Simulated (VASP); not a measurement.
Here is a VASP 6.6.1 calculation.

INCAR

```
PREC = Accurate ; ENCUT = 600
EDIFF = 1E-7 ; ISMEAR = 0
SIGMA = 0.1 ; LREAL = F
LASPH = T ; NELM = 100
ALGO = Normal ; ISIF = 3
LWAVE = F ; LCHARG = F
GGA = PE ; IBRION = 2
NSW = 90 ; EDIFFG = -0.04
```

The input KPOINTS:

```
Automatic mesh
0
Gamma
  3 3 6
```

Contents of POSCAR:

```
CaSb3
1.0
    6.2512632546      0.0000000000      0.0000000000
   -3.1256316273      5.4137527843      0.0000000000
    0.0000000000      0.0000000000      3.4994728456
Ca Sb
1 3
Direct
    0.0000000000      0.0000000000      0.0000000000
    0.5000000000      0.0000000000      0.5000000000
    0.0000000000      0.5000000000      0.5000000000
    0.5000000000      0.5000000000      0.5000000000
```

Potentials or basis: VASP PAW PBE potentials, release 64 (Ca_sv, Sb).

Launch:

```console
$ cat potpaw_PBE.64/Ca_sv/POTCAR potpaw_PBE.64/Sb/POTCAR > POTCAR
$ mpirun -np 1 vasp_std > vasp.out
```

Question: What does it give for the band gap on the k mesh?

Answer: Zero (an odd number of electrons rules out a gap without spin polarisation).

Question: Estimate the relaxed volume.

Answer: 28.76 Å³/atom.

Final structure:
```xyz
4
Lattice="6.3032 0.0000 0.0000 -3.1516 5.4588 0.0000 0.0000 0.0000 3.3436" Properties=species:S:1:pos:R:3 pbc="T T T"
Ca    0.0000    0.0000    0.0000
Sb    3.1516    0.0000    1.6718
Sb   -1.5758    2.7294    1.6718
Sb    1.5758    2.7294    1.6718
```

Caveat: the k points lie up to 0.38 Å⁻¹ apart in the final cell, too coarse for converged energies and pressures of a metal; spin-orbit coupling is left out, which moves the levels of the heavy elements.
